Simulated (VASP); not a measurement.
# Te (Pmc2_1) in VASP: single point with r2SCAN

Aim: the single point of Te with r2SCAN.

All numbers are computed with VASP 6.6.1; they aren't measurements. Logs are shortened: lines on timing, memory, paths and dates and some standing lists are left out, and cuts for length are marked.

## 1. The cell of the first run

It takes space group Pmc2_1 (No. 26, orthorhombic). The conventional cell has a = 3.173 Å, b = 4.558 Å, c = 9.050 Å, α = 90.00°, β = 90.00°, γ = 90.00°. Te (site symmetry m) has 6 Te at 3.04 to 3.38 Å within 4.0 Å. Te (site symmetry m) has 6 Te at 3.04 to 3.38 Å within 4.0 Å.

## 2. Single point, r2SCAN

The input, POSCAR:

```
Te
1.0
    3.1727706777      0.0000000000      0.0000000000
    0.0000000000      4.5575826687      0.0000000000
    0.0000000000      0.0000000000      9.0503601639
Te
4
Direct
    0.5000000000      0.5402297818      0.7605330489
    0.5000000000      0.4597702182      0.2605330489
    0.5000000000      0.9886914509      0.0094669511
    0.5000000000      0.0113085491      0.5094669511
```

The input, INCAR.step1:

```
SYSTEM = Te
PREC     = Accurate       ! precision mode
ENCUT    = 550            ! plane-wave cutoff, eV
ISMEAR   = 0              ! smearing method
SIGMA    = 0.1            ! smearing width, eV
LREAL    = .False.        ! projectors in reciprocal space
LASPH    = .True.         ! aspherical terms in the spheres
NELM     = 120            ! most SCF steps
NBANDS   = 20             ! bands
GGA      = PE             ! functional
ALGO     = Normal         ! electronic algorithm
EDIFF    = 1E-5           ! SCF threshold, eV
LWAVE    = .True.         ! write WAVECAR
LCHARG   = .False.        ! write CHGCAR
GGA_COMPAT= .False.
```

The input, INCAR.step2:

```
SYSTEM = Te
PREC     = Accurate       ! precision mode
ENCUT    = 550            ! plane-wave cutoff, eV
EDIFF    = 1E-6           ! SCF threshold, eV
ISMEAR   = 0              ! smearing method
SIGMA    = 0.1            ! smearing width, eV
LREAL    = .False.        ! projectors in reciprocal space
LASPH    = .True.         ! aspherical terms in the spheres
NELM     = 120            ! most SCF steps
ALGO     = Normal         ! electronic algorithm
ISIF     = 2              ! what is computed and relaxed
LWAVE    = .False.        ! write WAVECAR
LCHARG   = .False.        ! write CHGCAR
METAGGA  = R2SCAN         ! meta-GGA
LMIXTAU  = .True.       
NBANDS   = 20             ! bands
ISTART   = 1            
GGA_COMPAT= .False.
```

The input, KPOINTS:

```
regular mesh
0
Gamma
  14 10 6
  0 0 0
```

Potentials or basis: VASP PAW PBE potentials, release 64 (Te).

Started as:

```bash
cat potpaw_PBE.64/Te/POTCAR > POTCAR
cp INCAR.step1 INCAR
mpirun -np 1 vasp_std > vasp.out
cp INCAR.step2 INCAR
mpirun -np 1 vasp_std > vasp.out
```

OUTCAR:

```text
SYSTEM = Te
   PREC = Accurate
   ENCUT = 550
   EDIFF = 1E-6
   ISMEAR = 0
   LREAL = .False.
   LASPH = .True.
   NELM = 120
   ISIF = 2
   METAGGA = R2SCAN
   ISTART = 1

 ion  position               nearest neighbor table
   1  0.500  0.540  0.761-   3 3.04   4 3.13   4 3.31   3 3.38
   2  0.500  0.460  0.261-   4 3.04   3 3.13   3 3.31   4 3.38
   3  0.500  0.989  0.009-   1 3.04   2 3.13   2 3.31   1 3.38
   4  0.500  0.011  0.509-   2 3.04   1 3.13   1 3.31   2 3.38

  LATTYP: Found a simple orthorhombic cell.
 ALAT       =     3.1727706777
 B/A-ratio  =     1.4364677223
 C/A-ratio  =     2.8525100246

  Lattice vectors:

 A1 = (   3.1727706777,   0.0000000000,   0.0000000000)
 A2 = (   0.0000000000,   4.5575826687,   0.0000000000)
 A3 = (   0.0000000000,   0.0000000000,   9.0503601639)

Analysis of symmetry for initial positions (statically):
=====================================================================
 Subroutine PRICEL returns:
 Original cell was already a primitive cell.

 Routine SETGRP: Setting up the symmetry group for a
 simple orthorhombic supercell.

 Subroutine GETGRP returns: Found  4 space group operations
 (whereof  2 operations were pure point group operations)
 out of a pool of  8 trial point group operations.

The static configuration has the point symmetry C_1h.
 The point group associated with its full space group is C_2v.

Analysis of symmetry for dynamics (positions and initial velocities):
=====================================================================
 Subroutine PRICEL returns:
 Original cell was already a primitive cell.

 Routine SETGRP: Setting up the symmetry group for a
 simple orthorhombic supercell.

 Subroutine GETGRP returns: Found  4 space group operations
 (whereof  2 operations were pure point group operations)
 out of a pool of  8 trial point group operations.

The dynamic configuration has the point symmetry C_1h.
 The point group associated with its full space group is C_2v.

 Subroutine INISYM returns: Found  4 space group operations
 (whereof  2 operations are pure point group operations),
 and found     1 'primitive' translations

----------------------------------------------------------------------------------------

                                     Primitive cell

  volume of cell :     130.8697

  direct lattice vectors                    reciprocal lattice vectors
     3.172770678  0.000000000  0.000000000     0.315181935  0.000000000  0.000000000
     0.000000000  4.557582669  0.000000000     0.000000000  0.219414561  0.000000000
     0.000000000  0.000000000  9.050360164     0.000000000  0.000000000  0.110492840

  length of vectors
     3.172770678  4.557582669  9.050360164     0.315181935  0.219414561  0.110492840

  position of ions in fractional coordinates (direct lattice)
     0.500000000  0.540229782  0.760533049
     0.500000000  0.459770218  0.260533049
     0.500000000  0.988691451  0.009466951
     0.500000000  0.011308549  0.509466951

  ion indices of the primitive-cell ions
   primitive index   ion index
                 1           1
                 2           2
                 3           3
                 4           4

----------------------------------------------------------------------------------------

 KPOINTS: regular mesh

Automatic generation of k-mesh.
 Grid dimensions read from file:
 generate k-points for:   14   10    6

 Generating k-lattice:

  Cartesian coordinates                     Fractional coordinates (reciprocal lattice)
     0.022512995  0.000000000  0.000000000     0.071428571  0.000000000  0.000000000
     0.000000000  0.021941456  0.000000000     0.000000000  0.100000000  0.000000000
     0.000000000  0.000000000  0.018415473     0.000000000  0.000000000  0.166666667

  Length of vectors
     0.022512995  0.021941456  0.018415473

  Shift w.r.t. Gamma in fractional coordinates (k-lattice)
     0.000000000  0.000000000  0.000000000

 Subroutine IBZKPT returns following result:
 ===========================================

 Found    192 irreducible k-points:

 Following reciprocal coordinates:
            Coordinates               Weight
  0.000000  0.000000  0.000000      1.000000
  0.071429  0.000000  0.000000      2.000000
  0.142857  0.000000  0.000000      2.000000
  0.214286  0.000000  0.000000      2.000000
  0.285714  0.000000  0.000000      2.000000
  0.357143  0.000000  0.000000      2.000000
[... 16 lines left out ...]
  0.428571  0.200000  0.000000      4.000000
  0.500000  0.200000  0.000000      2.000000
 [... further k-points ...]
   k-points           NKPTS =    192   k-points in BZ     NKDIM =    192   number of bands    NBANDS=     20
   number of dos      NEDOS =    301   number of ions     NIONS =      4
   total plane-waves  NPLWV =  60480
   dimension x,y,z NGX =    24 NGY =   36 NGZ =   70
   dimension x,y,z NGXF=    48 NGYF=   72 NGZF=  140
   ions per type =               4
   NGX,Y,Z   is equivalent  to a cutoff of  12.58, 13.13, 12.86 a.u.
   NGXF,Y,Z  is equivalent  to a cutoff of  25.15, 26.26, 25.72 a.u.
 SYSTEM =  Te
   PREC   = accura    normal or accurate (medium, high low for compatibility)
   ISTART =      1    job   : 0-new  1-cont  2-samecut
   ICHARG =      0    charge: 1-file 2-atom 10-const
   ISPIN  =      1    spin polarized calculation?
   LNONCOLLINEAR =      F non collinear calculations
   LSORBIT =      F    spin-orbit coupling
   LASPH  =      T    aspherical Exc in radial PAW
   ENCUT  =  550.0 eV  40.42 Ry    6.36 a.u.   6.07  8.72 17.31*2*pi/ulx,y,z
   NELM   =    120;   NELMIN=  2; NELMDL=  0     # of ELM steps
   EDIFF  = 0.1E-05   stopping-criterion for ELM
   LREAL  =      F    real-space projection
   EDIFFG = 0.1E-04   stopping-criterion for IOM
   NSW    =      0    number of steps for IOM
   IBRION =     -1    ionic relax: 0-MD 1-quasi-New 2-CG
   NFREE  =      0    steps in history (QN), initial steepest desc. (CG)
   ISIF   =      2    stress and relaxation
   ISYM   =      2    0-nonsym 1-usesym 2-fastsym
   POTIM  = 0.5000    time-step for ionic-motion
   TEBEG  =    0.0;   TEEND  =   0.0 temperature during run
   PSTRESS=    0.0 pullay stress
   NELECT =      24.0000    total number of electrons
   NUPDOWN=      -1.0000    fix difference up-down
   EMIN   =  10.00;   EMAX   =-10.00  energy-range for DOS
   EFERMI =   0.00;   METHOD = LEGACY
   ISMEAR =     0;   SIGMA  =   0.10  broadening in eV -4-tet -1-fermi 0-gaus
   EFERMI_NEDOS =   21; number of points for ismear=-14 and -15
   IALGO  =     38    algorithm
   IMIX   =      4    mixing-type and parameters
     AMIX     =   0.40;   BMIX     =  1.00
     AMIX_MAG =   1.60;   BMIX_MAG =  1.00
  volume/ion in A,a.u.               =      32.72       220.79
  Fermi-wavevector in a.u.,A,eV,Ry     =   0.930105  1.757645 11.770349  0.865096
  Thomas-Fermi vector in A             =   2.056459
   LORBIT       =      0    0 simple, 1 ext, 2 COOP (PROOUT), +10 PAW based schemes
   METAGGA = R2SCAN    functional components
   LHFCALC =     F    Hartree Fock is set to
   AEXX    =    0.0000 exact exchange contribution
   IVDW    =     0    specifies the selected vdW correction
   LEPSILON=     F    determine dielectric tensor
   LRPA    =     F    only Hartree local field effects (RPA)
 non-spin polarized calculation
 Gauss-broadening in eV      SIGMA  =   0.10
  energy-cutoff  :      550.00
  volume of cell :      130.87
 maximum number of plane-waves:      3874
   NGX = 13   NGY = 17   NGZ = 35

 number of electron      24.0000001 magnetization

 Free energy of the ion-electron system (eV)
  ---------------------------------------------------
  ext. energy  EPLUGINS =         0.00000000
  ---------------------------------------------------
  free energy    TOTEN  =      -101.35351582 eV

  energy without entropy =     -101.34382337  energy(sigma->0) =     -101.34866959

 E-fermi :   6.3034     XC(G=0):  -9.7344

 val. band max:        6.3009770199   @ k =   0.2143   0.3000   0.0000
 cond. band min:       6.3055473810   @ k =   0.2143   0.2000   0.5000
 fundamental gap:      0.0045703612
 Fermi energy:         6.3033884902

 k-point     1 :       0.0000    0.0000    0.0000
  band No.  band energies     occupation
      1      -7.9456      2.00000
      2      -6.5364      2.00000
      3      -6.4319      2.00000
      4      -4.2254      2.00000
      5       1.4863      2.00000
      6       1.6523      2.00000
[... 12 lines left out ...]
     19      12.6780      0.00000
     20      13.4848      0.00000

 k-point     2 :       0.0714    0.0000    0.0000
  band No.  band energies     occupation
      1      -7.8800      2.00000
      2      -6.4702      2.00000
      3      -6.3655      2.00000
      4      -4.1563      2.00000
      5       1.5444      2.00000
      6       1.7110      2.00000
[... 12 lines left out ...]
     19      12.9809      0.00000
     20      14.1183      0.00000

 k-point     3 :       0.1429    0.0000    0.0000
  band No.  band energies     occupation
      1      -7.6865      2.00000
      2      -6.2749      2.00000
      3      -6.1694      2.00000
      4      -3.9514      2.00000
      5       1.7136      2.00000
      6       1.8819      2.00000
[... 12 lines left out ...]
     19      13.2826      0.00000
     20      14.3145      0.00000

 k-point     4 :       0.2143    0.0000    0.0000
  band No.  band energies     occupation
      1      -7.3772      2.00000
      2      -5.9620      2.00000
      3      -5.8552      2.00000
      4      -3.6203      2.00000
      5       1.9767      2.00000
      6       2.1477      2.00000
[... 12 lines left out ...]
     19      13.6426      0.00000
     20      14.3802      0.00000

 k-point     5 :       0.2857    0.0000    0.0000
  band No.  band energies     occupation
      1      -6.9788      2.00000
      2      -5.5576      2.00000
      3      -5.4488      2.00000
      4      -3.1851      2.00000
      5       2.2970      2.00000
      6       2.3879      2.00000
[... 12 lines left out ...]
     19      13.1287      0.00000
     20      13.1551      0.00000
[... 353 lines left out ...]
      6       2.3697      2.00000
[... 12 lines left out ...]
     19      12.1738      0.00000
     20      13.1441      0.00000

 k-point    22 :       0.3571    0.2000    0.0000
  band No.  band energies     occupation
      1      -6.3118      2.00000
      2      -5.0176      2.00000
      3      -4.8921      2.00000
      4      -3.2350      2.00000
      5       1.3725      2.00000
      6       2.4181      2.00000
[... 12 lines left out ...]
     19      11.2115      0.00000
     20      12.1477      0.00000

 k-point    23 :       0.4286    0.2000    0.0000
  band No.  band energies     occupation
      1      -5.9459      2.00000
      2      -4.6407      2.00000
      3      -4.5111      2.00000
      4      -2.8222      2.00000
      5       0.5208      2.00000
      6       1.6579      2.00000
[... 12 lines left out ...]
     19      11.1291      0.00000
     20      11.6742      0.00000

 k-point    24 :       0.5000    0.2000    0.0000
  band No.  band energies     occupation
      1      -5.7958      2.00000
      2      -4.4851      2.00000
      3      -4.3535      2.00000
      4      -2.6479      2.00000
      5       0.2074      2.00000
      6       1.3417      2.00000
[... 12 lines left out ...]
     19      10.9290      0.00000
     20      11.4244      0.00000

 [... further k-points ...]

------------------------ aborting loop because EDIFF is reached ----------------------------------------

  FORCE on cell =-STRESS in cart. coord.  units (eV):
  Direction    XX          YY          ZZ          XY          YZ          ZX
  --------------------------------------------------------------------------------------
  -------------------------------------------------------------------------------------
  Total       -0.0208919     -0.0265188     -0.0098366      0.0000000      0.0000000      0.0000000
  in kB       -0.2557699     -0.3246576     -0.1204246      0.0000000      0.0000000      0.0000000
  external PRESSURE =      -0.2336174 kB  Pullay stress =       0.0000000 kB

 VOLUME and BASIS-vectors are now :
 -----------------------------------------------------------------------------
  energy-cutoff  :      550.00
  volume of cell :      130.87
      direct lattice vectors                 reciprocal lattice vectors
     3.172770678  0.000000000  0.000000000     0.315181935  0.000000000  0.000000000
     0.000000000  4.557582669  0.000000000     0.000000000  0.219414561  0.000000000
     0.000000000  0.000000000  9.050360164     0.000000000  0.000000000  0.110492840

 POSITION                                       TOTAL-FORCE (eV/Angst)
 -----------------------------------------------------------------------------------
      1.58639      2.46214      6.88310         0.000000     -0.003352     -0.000371
      1.58639      2.09544      2.35792         0.000000      0.003352     -0.000371
      1.58639      4.50604      0.08568         0.000000      0.001579      0.000371
      1.58639      0.05154      4.61086         0.000000     -0.001579      0.000371
 -----------------------------------------------------------------------------------
    total drift:                               -0.000000      0.000000      0.000035

  FREE ENERGIE OF THE ION-ELECTRON SYSTEM (eV)
  ---------------------------------------------------
  free  energy   TOTEN  =      -101.3535158182 eV

  energy  without entropy=     -101.3438233691  energy(sigma->0) =     -101.34866959
```

Wall time 8.1 min (1 thread of Intel Xeon 6975P-C (Granite Rapids), shared host); peak memory 0.54 GiB.

Results:

- Free energy: -101.3535 eV
- Pressure: 0.0 GPa
- Largest force: 0.003 eV/Å
- Band gap on the k mesh: zero (bands 12 and 13 overlap by 4.09 eV)

Forces on the atoms (eV/Å):
```
Te   0.000 -0.003  0.000
Te   0.000  0.003  0.000
Te   0.000  0.002  0.000
Te   0.000 -0.002  0.000
```

Levels at points of the mesh, in eV from the Fermi level:
```tsv
k point	band 8	band 9	band 10	band 11	band 12	band 13	band 14	band 15	band 16	band 17
(0.00, 0.00, 0.00)	-2.59	-2.54	-2.47	1.23	1.26	1.41	2.52	2.63	2.71	4.25
(0.50, 0.00, 0.00)	-3.31	-3.30	-3.11	-1.15	-1.00	-0.73	-0.64	2.77	2.78	4.75
(0.00, 0.50, 0.00)	-2.66	-2.46	-2.45	2.40	2.61	2.61	2.66	2.89	3.13	7.36
(0.50, 0.50, 0.00)	-4.62	-4.55	-4.52	-1.13	-1.09	-0.64	-0.63	2.47	2.48	4.10
(0.00, 0.00, 0.50)	-3.67	-0.93	-0.93	0.06	0.06	1.75	1.75	3.74	3.74	4.06
(0.50, 0.00, 0.50)	-3.85	-2.92	-2.92	-2.00	-2.00	0.67	0.67	1.79	1.79	4.54
(0.00, 0.50, 0.50)	-5.02	0.39	0.39	1.01	1.01	2.50	2.50	3.01	3.01	8.07
(0.50, 0.50, 0.50)	-4.64	-3.72	-3.72	-3.29	-3.29	2.00	2.00	2.65	2.65	3.39
```

Caveat: the PAW data sets were made with another functional, which shifts forces and pressure a little; spin-orbit coupling is left out, which moves the levels of the heavy elements.
